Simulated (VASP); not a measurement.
# Sn (I4/mmm) in VASP: notebook

Sn is run at these levels: PBEsol+D3(BJ); tasks: single point.

All numbers are computed with VASP 6.6.1; they aren't measurements. Logs are shortened: lines on timing, memory, paths and dates and some standing lists are left out, and cuts for length are marked.

## 1. The cell of the first run

It takes space group I4/mmm (No. 139, tetragonal). Conventional cell: a = 4.254 Å, b = 4.254 Å, c = 3.007 Å, α = 90.00°, β = 90.00°, γ = 90.00°. Sn (site symmetry 4/mmm) has 10 Sn at 3.01 to 3.36 Å within 4.0 Å.

## 2. Single point, PBEsol+D3(BJ)

Input file INCAR:

```
PREC = Accurate
ENCUT = 520
EDIFF = 1E-6
ISMEAR = 0
SIGMA = 0.15
LREAL = False
LASPH = True
NELM = 100
ALGO = Fast
ISIF = 2
LWAVE = False
LCHARG = False
GGA = PS
IVDW = 12
NBANDS = 13
```

Input file KPOINTS:

```
Automatic mesh
0
Gamma
  20 20 20
```

Input file POSCAR:

```
Sn
1.0
   -2.1267818233      2.1267818233      1.5036347491
    2.1267818233     -2.1267818233      1.5036347491
    2.1267818233      2.1267818233     -1.5036347491
Sn
1
Direct
    0.0000000000      0.0000000000      0.0000000000
```

Potentials or basis: VASP PAW PBE potentials, release 64 (Sn_d).

Command:

```
$ cat potpaw_PBE.64/Sn_d/POTCAR > POTCAR
$ mpirun -np 1 vasp_std > vasp.out
```

OUTCAR:

```text
PREC = Accurate
   ENCUT = 520
   EDIFF = 1E-6
   ISMEAR = 0
   LREAL = False
   LASPH = True
   NELM = 100
   ISIF = 2
   GGA = PS
   IVDW = 12
 IVDW          = 12

 ion  position               nearest neighbor table
   1  0.000  0.000  0.000-

  LATTYP: Found a body centered tetragonal cell.
 ALAT       =     4.2535636466
 C/A-ratio  =     0.7070000000

  Lattice vectors:

 A1 = (  -2.1267818233,   2.1267818233,   1.5036347491)
 A2 = (   2.1267818233,  -2.1267818233,   1.5036347491)
 A3 = (   2.1267818233,   2.1267818233,  -1.5036347491)

Analysis of symmetry for initial positions (statically):
=====================================================================
 Subroutine PRICEL returns:
 Original cell was already a primitive cell.

 Routine SETGRP: Setting up the symmetry group for a
 body centered tetragonal supercell.

 Subroutine GETGRP returns: Found 16 space group operations
 (whereof 16 operations were pure point group operations)
 out of a pool of 16 trial point group operations.

The static configuration has the point symmetry D_4h.

Analysis of symmetry for dynamics (positions and initial velocities):
=====================================================================
 Subroutine PRICEL returns:
 Original cell was already a primitive cell.

 Routine SETGRP: Setting up the symmetry group for a
 body centered tetragonal supercell.

 Subroutine GETGRP returns: Found 16 space group operations
 (whereof 16 operations were pure point group operations)
 out of a pool of 16 trial point group operations.

The dynamic configuration has the point symmetry D_4h.

 Subroutine INISYM returns: Found 16 space group operations
 (whereof 16 operations are pure point group operations),
 and found     1 'primitive' translations

----------------------------------------------------------------------------------------

                                     Primitive cell

  volume of cell :      27.2050

  direct lattice vectors                    reciprocal lattice vectors
    -2.126781823  2.126781823  1.503634749     0.000000000  0.235096988  0.332527564
     2.126781823 -2.126781823  1.503634749     0.235096988  0.000000000  0.332527564
     2.126781823  2.126781823 -1.503634749     0.235096988  0.235096988  0.000000000

  length of vectors
     3.362635768  3.362635768  3.362635768     0.407240929  0.407240929  0.332477348

  position of ions in fractional coordinates (direct lattice)
     0.000000000  0.000000000  0.000000000

  ion indices of the primitive-cell ions
   primitive index   ion index
                 1           1

----------------------------------------------------------------------------------------

 KPOINTS: Automatic mesh

Automatic generation of k-mesh.
 Grid dimensions read from file:
 generate k-points for:   20   20   20

 Generating k-lattice:

  Cartesian coordinates                     Fractional coordinates (reciprocal lattice)
     0.000000000  0.011754849  0.016626378     0.050000000  0.000000000 -0.000000000
     0.011754849  0.000000000  0.016626378     0.000000000  0.050000000 -0.000000000
     0.011754849  0.011754849  0.000000000     0.000000000  0.000000000  0.050000000

  Length of vectors
     0.020362046  0.020362046  0.016623867

  Shift w.r.t. Gamma in fractional coordinates (k-lattice)
     0.000000000  0.000000000  0.000000000

 Subroutine IBZKPT returns following result:
 ===========================================

 Found    641 irreducible k-points:

 Following reciprocal coordinates:
            Coordinates               Weight
  0.000000  0.000000  0.000000      1.000000
  0.050000  0.000000 -0.000000      8.000000
  0.100000  0.000000 -0.000000      8.000000
  0.150000  0.000000 -0.000000      8.000000
  0.200000  0.000000 -0.000000      8.000000
  0.250000  0.000000 -0.000000      8.000000
[... 16 lines left out ...]
 -0.400000  0.050000  0.000000     16.000000
 -0.350000  0.050000  0.000000     16.000000
 [... further k-points ...]
   k-points           NKPTS =    641   k-points in BZ     NKDIM =    641   number of bands    NBANDS=     13
   number of dos      NEDOS =    301   number of ions     NIONS =      1
   total plane-waves  NPLWV =  21952
   dimension x,y,z NGX =    28 NGY =   28 NGZ =   28
   dimension x,y,z NGXF=    56 NGYF=   56 NGZF=   56
   ions per type =               1
   NGX,Y,Z   is equivalent  to a cutoff of  13.84, 13.84, 13.84 a.u.
   NGXF,Y,Z  is equivalent  to a cutoff of  27.69, 27.69, 27.69 a.u.
 SYSTEM =  unknown system
   PREC   = accura    normal or accurate (medium, high low for compatibility)
   ISTART =      0    job   : 0-new  1-cont  2-samecut
   ICHARG =      2    charge: 1-file 2-atom 10-const
   ISPIN  =      1    spin polarized calculation?
   LNONCOLLINEAR =      F non collinear calculations
   LSORBIT =      F    spin-orbit coupling
   LASPH  =      T    aspherical Exc in radial PAW
   ENCUT  =  520.0 eV  38.22 Ry    6.18 a.u.   6.25  6.25  6.25*2*pi/ulx,y,z
   NELM   =    100;   NELMIN=  2; NELMDL= -5     # of ELM steps
   EDIFF  = 0.1E-05   stopping-criterion for ELM
   LREAL  =      F    real-space projection
   EDIFFG = 0.1E-04   stopping-criterion for IOM
   NSW    =      0    number of steps for IOM
   IBRION =     -1    ionic relax: 0-MD 1-quasi-New 2-CG
   NFREE  =      0    steps in history (QN), initial steepest desc. (CG)
   ISIF   =      2    stress and relaxation
   ISYM   =      2    0-nonsym 1-usesym 2-fastsym
   POTIM  = 0.5000    time-step for ionic-motion
   TEBEG  =    0.0;   TEEND  =   0.0 temperature during run
   PSTRESS=    0.0 pullay stress
   NELECT =      14.0000    total number of electrons
   NUPDOWN=      -1.0000    fix difference up-down
   EMIN   =  10.00;   EMAX   =-10.00  energy-range for DOS
   EFERMI =   0.00;   METHOD = LEGACY
   ISMEAR =     0;   SIGMA  =   0.15  broadening in eV -4-tet -1-fermi 0-gaus
   EFERMI_NEDOS =   21; number of points for ismear=-14 and -15
   IALGO  =     68    algorithm
   IMIX   =      4    mixing-type and parameters
     AMIX     =   0.40;   BMIX     =  1.00
     AMIX_MAG =   1.60;   BMIX_MAG =  1.00
  volume/ion in A,a.u.               =      27.20       183.59
  Fermi-wavevector in a.u.,A,eV,Ry     =   1.311902  2.479136 23.416813  1.721087
  Thomas-Fermi vector in A             =   2.442332
   LORBIT       =      0    0 simple, 1 ext, 2 COOP (PROOUT), +10 PAW based schemes
   GGA     = PS    functional components
   LHFCALC =     F    Hartree Fock is set to
   AEXX    =    0.0000 exact exchange contribution
   IVDW    =    12    specifies the selected vdW correction
   LEPSILON=     F    determine dielectric tensor
   LRPA    =     F    only Hartree local field effects (RPA)
 non-spin polarized calculation
 RMM-DIIS sequential band-by-band and
 Gauss-broadening in eV      SIGMA  =   0.15
  energy-cutoff  :      520.00
  volume of cell :       27.20
 maximum number of plane-waves:       756
 NGX is ok and might be reduce to    28
   NGX = 13   NGY = 13   NGZ = 13

 number of electron      14.0000001 magnetization

 Free energy of the ion-electron system (eV)
  ---------------------------------------------------
  ext. energy  EPLUGINS =         0.00000000
  ---------------------------------------------------
  free energy    TOTEN  =        -4.17211873 eV

  energy without entropy =       -4.16605051  energy(sigma->0) =       -4.16908462

 E-fermi :   7.9277     XC(G=0): -10.4618

 val. band max:        7.9177922098   @ k =  -0.2500   0.2500   0.2000
 cond. band min:       7.9341818407   @ k =  -0.3000  -0.4500   0.1500
 fundamental gap:      0.0163896309
 Fermi energy:         7.9276969016

 k-point     1 :       0.0000    0.0000    0.0000
  band No.  band energies     occupation
      1     -13.6509      2.00000
      2     -13.5937      2.00000
      3     -13.4315      2.00000
      4     -13.4315      2.00000
      5     -13.3895      2.00000
      6      -3.3031      2.00000
      7      13.2220      0.00000
      8      13.2220      0.00000
      9      16.6475      0.00000
     10      17.4479      0.00000
     11      19.1234      0.00000
     12      21.9914      0.00000
     13      21.9914      0.00000

 k-point     2 :       0.0500    0.0000   -0.0000
  band No.  band energies     occupation
      1     -13.6420      2.00000
      2     -13.5903      2.00000
      3     -13.4339      2.00000
      4     -13.4338      2.00000
      5     -13.3907      2.00000
      6      -3.2383      2.00000
      7      13.0737      0.00000
      8      13.1134      0.00000
      9      16.8929      0.00000
     10      17.5508      0.00000
     11      18.7163      0.00000
     12      21.3392      0.00000
     13      21.3959      0.00000

 k-point     3 :       0.1000    0.0000   -0.0000
  band No.  band energies     occupation
      1     -13.6161      2.00000
      2     -13.5812      2.00000
      3     -13.4409      2.00000
      4     -13.4397      2.00000
      5     -13.3939      2.00000
      6      -3.0435      2.00000
      7      12.7250      0.00000
      8      12.8413      0.00000
      9      16.9061      0.00000
     10      17.5224      0.00000
     11      18.5955      0.00000
     12      20.2832      0.00000
     13      20.3320      0.00000
[... 305 lines left out ...]
 k-point    23 :      -0.4000    0.0500    0.0000
  band No.  band energies     occupation
      1     -13.5875      2.00000
      2     -13.5353      2.00000
      3     -13.4250      2.00000
      4     -13.3876      2.00000
      5     -13.3427      2.00000
      6       0.2357      2.00000
      7       7.3672      2.00000
      8      10.3469      0.00000
      9      11.6687      0.00000
     10      15.4813      0.00000
     11      16.5949      0.00000
     12      21.2745      0.00000
     13      23.4064      0.00000

 k-point    24 :      -0.3500    0.0500    0.0000
  band No.  band energies     occupation
      1     -13.5740      2.00000
      2     -13.5206      2.00000
      3     -13.4211      2.00000
      4     -13.4077      2.00000
      5     -13.3902      2.00000
      6      -0.6567      2.00000
      7       8.9914      0.00000
      8      10.4480      0.00000
      9      11.8586      0.00000
     10      16.0494      0.00000
     11      17.2830      0.00000
     12      21.6487      0.00000
     13      22.7119      0.00000

 [... further k-points ...]

------------------------ aborting loop because EDIFF is reached ----------------------------------------

 Edisp (eV)   -0.38931

 E8    (eV) :    -0.2745

  FORCE on cell =-STRESS in cart. coord.  units (eV):
  Direction    XX          YY          ZZ          XY          YZ          ZX
  --------------------------------------------------------------------------------------
  -------------------------------------------------------------------------------------
  Total      -0.76801    -0.76801     0.59554     0.00000     0.00000     0.00000
  in kB     -45.23028   -45.23028    35.07290     0.00000     0.00000     0.00000
  external pressure =      -18.46 kB  Pullay stress =        0.00 kB

 VOLUME and BASIS-vectors are now :
 -----------------------------------------------------------------------------
  energy-cutoff  :      520.00
  volume of cell :       27.20
      direct lattice vectors                 reciprocal lattice vectors
    -2.126781823  2.126781823  1.503634749     0.000000000  0.235096988  0.332527564
     2.126781823 -2.126781823  1.503634749     0.235096988  0.000000000  0.332527564
     2.126781823  2.126781823 -1.503634749     0.235096988  0.235096988  0.000000000

 POSITION                                       TOTAL-FORCE (eV/Angst)
 -----------------------------------------------------------------------------------
      0.00000      0.00000      0.00000        -0.000000      0.000000     -0.000000
 -----------------------------------------------------------------------------------
    total drift:                               -0.000000     -0.000000     -0.000000

  FREE ENERGIE OF THE ION-ELECTRON SYSTEM (eV)
  ---------------------------------------------------
  free  energy   TOTEN  =        -4.5614255953 eV

  energy  without entropy=       -4.5553573740  energy(sigma->0) =       -4.55839148
```

Run time: 7 min. Hardware: 1 thread of Intel Xeon 8259CL, shared host; peak memory 0.34 GiB.

What came out:

| Item | Value |
| --- | --- |
| Free energy | -4.5614 eV |
| Pressure | -1.8 GPa |
| Band gap on the k mesh | zero (bands 7 and 8 overlap by 8.02 eV) |
| Dispersion energy per atom | -0.389 eV |

Levels at points of the mesh, in eV from the Fermi level:
```tsv
k point	band 3	band 4	band 5	band 6	band 7	band 8	band 9	band 10	band 11	band 12
(0.00, 0.00, 0.00)	-21.36	-21.36	-21.32	-11.23	5.29	5.29	8.72	9.52	11.20	14.06
(0.50, 0.00, 0.00)	-21.36	-21.29	-21.19	-5.10	-4.11	2.98	3.66	6.91	7.00	12.81
(0.50, 0.50, 0.00)	-21.37	-21.37	-21.25	-8.06	-4.94	7.71	8.12	11.80	11.99	12.27
(0.50, 0.50, 0.50)	-21.26	-21.26	-21.26	-4.75	-2.32	-2.32	2.51	5.33	8.96	20.29
```

Caveat: the PAW data sets were made with another functional, which shifts forces and pressure a little; spin-orbit coupling is left out, which moves the levels of the heavy elements.

## 3. Single point, PBEsol+D3(BJ)

Input file INCAR:

```
ALGO = Fast
EDIFF = 1E-7
ENCUT = 520
GGA = PS
ISIF = 2
ISMEAR = 0
IVDW = 12
LASPH = True
LCHARG = False
LREAL = False
LWAVE = False
NBANDS = 13
NELM = 80
PREC = Accurate
SIGMA = 0.15
```

Input file KPOINTS:

```
k-points
0
Gamma
  20 20 20
```

Input file POSCAR:

```
Sn
1.0
   -2.0001217658      2.0001217658      1.7001035009
    2.0001217658     -2.0001217658      1.7001035009
    2.0001217658      2.0001217658     -1.7001035009
Sn
1
Direct
    0.0000000000      0.0000000000      0.0000000000
```

Potentials or basis: VASP PAW PBE potentials, release 64 (Sn_d).

Command:

```
$ cat potpaw_PBE.64/Sn_d/POTCAR > POTCAR
$ mpirun -np 1 vasp_std > vasp.out
```

OUTCAR:

```text
EDIFF = 1E-7
   ENCUT = 520
   GGA = PS
   ISIF = 2
   ISMEAR = 0
   IVDW = 12
   LASPH = True
   LREAL = False
   NELM = 80
   PREC = Accurate
 IVDW          = 12

 ion  position               nearest neighbor table
   1  0.000  0.000  0.000-

  LATTYP: Found a body centered tetragonal cell.
 ALAT       =     4.0002435316
 C/A-ratio  =     0.8500000000

  Lattice vectors:

 A1 = (  -2.0001217658,   2.0001217658,   1.7001035009)
 A2 = (   2.0001217658,  -2.0001217658,   1.7001035009)
 A3 = (   2.0001217658,   2.0001217658,  -1.7001035009)

Analysis of symmetry for initial positions (statically):
=====================================================================
 Subroutine PRICEL returns:
 Original cell was already a primitive cell.

 Routine SETGRP: Setting up the symmetry group for a
 body centered tetragonal supercell.

 Subroutine GETGRP returns: Found 16 space group operations
 (whereof 16 operations were pure point group operations)
 out of a pool of 16 trial point group operations.

The static configuration has the point symmetry D_4h.
[... 169 lines left out ...]
  band No.  band energies     occupation
      1     -13.5556      2.00000
      2     -13.4938      2.00000
      3     -13.4938      2.00000
      4     -13.4530      2.00000
      5     -13.3649      2.00000
      6      -3.1931      2.00000
      7      14.9989      0.00000
      8      14.9989      0.00000
      9      16.8955      0.00000
     10      18.6283      0.00000
     11      19.8069      0.00000
     12      20.1917      0.00000
     13      20.1917      0.00000
[... 354 lines left out ...]
  band No.  band energies     occupation
      1     -13.5634      2.00000
      2     -13.5023      2.00000
      3     -13.3970      2.00000
      4     -13.3878      2.00000
      5     -13.3667      2.00000
      6      -0.7500      2.00000
      7       7.8479      1.47870
      8      11.2437      0.00000
      9      12.8168      0.00000
     10      15.9195      0.00000
     11      16.9698      0.00000
     12      21.8967      0.00000
     13      24.6976      0.00000

 [... further k-points ...]

------------------------ aborting loop because EDIFF is reached ----------------------------------------

 Edisp (eV)   -0.38893

 E8    (eV) :    -0.2742

  FORCE on cell =-STRESS in cart. coord.  units (eV):
  Direction    XX          YY          ZZ          XY          YZ          ZX
  --------------------------------------------------------------------------------------
  -------------------------------------------------------------------------------------
  Total      -0.72766    -0.72766    -0.67798     0.00000     0.00000    -0.00000
  in kB     -42.85388   -42.85388   -39.92833     0.00000     0.00000    -0.00000
  external pressure =      -41.88 kB  Pullay stress =        0.00 kB

 VOLUME and BASIS-vectors are now :
 -----------------------------------------------------------------------------
  energy-cutoff  :      520.00
  volume of cell :       27.20
      direct lattice vectors                 reciprocal lattice vectors
    -2.000121766  2.000121766  1.700103501     0.000000000  0.249984780  0.294099741
     2.000121766 -2.000121766  1.700103501     0.249984780  0.000000000  0.294099741
     2.000121766  2.000121766 -1.700103501     0.249984780  0.249984780  0.000000000

 POSITION                                       TOTAL-FORCE (eV/Angst)
 -----------------------------------------------------------------------------------
      0.00000      0.00000      0.00000         0.000000     -0.000000     -0.000000
 -----------------------------------------------------------------------------------
    total drift:                               -0.000000     -0.000000     -0.000000

  FREE ENERGIE OF THE ION-ELECTRON SYSTEM (eV)
  ---------------------------------------------------
  free  energy   TOTEN  =        -4.6262582545 eV

  energy  without entropy=       -4.6203462861  energy(sigma->0) =       -4.62330227
```

OSZICAR:

```text
N       E                     dE             d eps       ncg     rms          rms(c)
DAV:   1     0.798550701365E+02    0.79855E+02   -0.71774E+03 17127   0.161E+03
DAV:   2     0.139925531198E+01   -0.78456E+02   -0.75814E+02 17706   0.337E+02
DAV:   3    -0.414040360101E+01   -0.55397E+01   -0.55171E+01 19963   0.729E+01
DAV:   4    -0.425392033585E+01   -0.11352E+00   -0.11349E+00 19566   0.112E+01
DAV:   5    -0.425777861914E+01   -0.38583E-02   -0.38582E-02 21622   0.201E+00    0.136E+00
RMM:   6    -0.424207599595E+01    0.15703E-01   -0.14910E-02 21035   0.162E+00    0.762E-01
RMM:   7    -0.423750738907E+01    0.45686E-02   -0.10241E-02 20822   0.121E+00    0.118E-01
RMM:   8    -0.423728989551E+01    0.21749E-03   -0.89501E-04 23340   0.431E-01    0.288E-02
RMM:   9    -0.423732390200E+01   -0.34006E-04   -0.35045E-04 26106   0.171E-01    0.250E-02
RMM:  10    -0.423732530426E+01   -0.14023E-05   -0.49712E-05 22155   0.102E-01    0.852E-03
RMM:  11    -0.423732629531E+01   -0.99105E-06   -0.25096E-05 26547   0.519E-02    0.587E-03
RMM:  12    -0.423732669944E+01   -0.40413E-06   -0.47388E-06 26641   0.204E-02    0.436E-03
RMM:  13    -0.423732659915E+01    0.10029E-06   -0.54502E-07 17079   0.671E-03    0.219E-03
RMM:  14    -0.423732658570E+01    0.13445E-07   -0.12798E-07 12571   0.481E-03
   1 F= -.46262583E+01 E0= -.46233023E+01  d E =-.591197E-02
```

Wall time 8 min (1 thread of Intel Xeon 8259CL, shared host); peak memory 0.34 GiB.

What came out:

- Free energy: -4.6263 eV
- Pressure: -4.2 GPa
- Band gap on the k mesh: zero (bands 7 and 8 overlap by 9.26 eV)
- Dispersion energy per atom: -0.389 eV

Stress tensor (GPa, compression positive):
```
-4.29  0.00  0.00
 0.00 -4.29  0.00
 0.00  0.00 -3.99
```

Levels at points of the mesh, in eV from the Fermi level:
| k point | band 5 | band 6 | band 7 | band 8 | band 9 | band 10 |
| --- | --- | --- | --- | --- | --- | --- |
| (0.00, 0.00, 0.00) | -21.28 | -11.11 | 7.08 | 7.08 | 8.98 | 10.71 |
| (0.50, 0.00, 0.00) | -21.22 | -5.95 | -4.26 | 3.11 | 4.50 | 7.29 |
| (0.50, 0.50, 0.00) | -21.23 | -7.15 | -4.69 | 5.28 | 7.35 | 9.87 |
| (0.50, 0.50, 0.50) | -21.22 | -3.14 | -1.41 | -1.41 | 1.86 | 3.15 |

Caveat: the cell stands under tension; the PAW data sets were made with another functional, which shifts forces and pressure a little; spin-orbit coupling is left out, which moves the levels of the heavy elements.

[end of part 1 of 2]
